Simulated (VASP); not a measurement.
**Ti: single point with PBE**

Ti, a slab with vacuum:

```xyz
5
Lattice="2.9399 0.0000 0.0000 -1.4700 2.5461 0.0000 0.0000 0.0000 25.2957" Properties=species:S:1:pos:R:3 pbc="T T T"
Ti    0.0000    0.0000    8.0000
Ti    0.0000    1.6974   10.3239
Ti    0.0000    0.0000   12.6478
Ti    0.0000    1.6974   14.9718
Ti    0.0000    0.0000   17.2957
```

| Quantity | Value |
| --- | --- |
| Program | VASP 6.6.1 |
| Task | single point |
| Functional | PBE |
| Potentials or basis | VASP PAW PBE potentials, release 64 (Ti_sv) |
| Cutoff | 520 eV |
| k mesh | 13 × 13 × 1 |
| Occupations | fermi-dirac, width 0.05 eV |
| Spin | no spin polarisation |
| Dipole correction | yes |
| k mesh for the DOS | 20 × 20 × 1 |
| Occupations for the DOS | tetrahedron |
| Further INCAR settings | ALGO = Normal; EDIFF = 1e-06 |

```yaml
Valence_electrons_inside_the_program's_atomic_spheres: Ti 10.20, 10.23, 10.25 (each value once)
```

Levels at points of the mesh, in eV from the Fermi level:
| k point | band 26 | band 27 | band 28 | band 29 | band 30 | band 31 | band 32 | band 33 | band 34 | band 35 |
| --- | --- | --- | --- | --- | --- | --- | --- | --- | --- | --- |
| (0.00, 0.00, 0.00) | -0.13 | -0.05 | 0.28 | 0.42 | 0.66 | 0.68 | 0.69 | 0.70 | 0.74 | 0.79 |
| (0.50, 0.00, 0.00) | -1.45 | -1.07 | -0.89 | -0.84 | 0.14 | 0.38 | 0.66 | 0.98 | 1.09 | 1.09 |

Wall time 19 min on 1 thread of Intel Xeon 8259CL, on a shared host, peak memory 0.43 GiB.
